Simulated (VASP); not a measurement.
Sb, 1 atom in the cell. The structure is cubic, space group Fm-3m (No. 225). The conventional cell has a = 4.742 Å, b = 4.742 Å, c = 4.742 Å, α = 90.00°, β = 90.00°, γ = 90.00°. Within 4.4 Å of Sb (site symmetry m-3m) lie 12 Sb at 3.35 Å. 

```yaml
Program: VASP 6.6.1
Task: relaxation of cell and atoms
Functional: PBEsol
Potentials_or_basis: VASP PAW PBE potentials, release 64 (Sb)
Cutoff: 600 eV
k_mesh: 10 × 10 × 10
Occupations: fermi-dirac, width 0.05 eV
Spin: no spin polarisation
Dipole_correction: no
Further_INCAR_settings: ALGO = Normal; EDIFF = 1e-06; IBRION = 2; EDIFFG = -0.01; NSW = 80; ISIF = 3
```

Potentials or basis: VASP PAW PBE potentials, release 64 (Sb).

Launch:

```console
$ cat potpaw_PBE.64/Sb/POTCAR > POTCAR
$ mpirun -np 1 vasp_std > vasp.out
```

Hardware: 1 thread of Intel Xeon 6975P-C, on a shared host.

Task: Estimate the wall time of this run.

Result: Run time: 14 s on 1 thread of Intel Xeon 6975P-C, with other jobs on the host, peak memory 0.16 GiB. Counts: scf iterations 19, k points 47, ion steps 3.
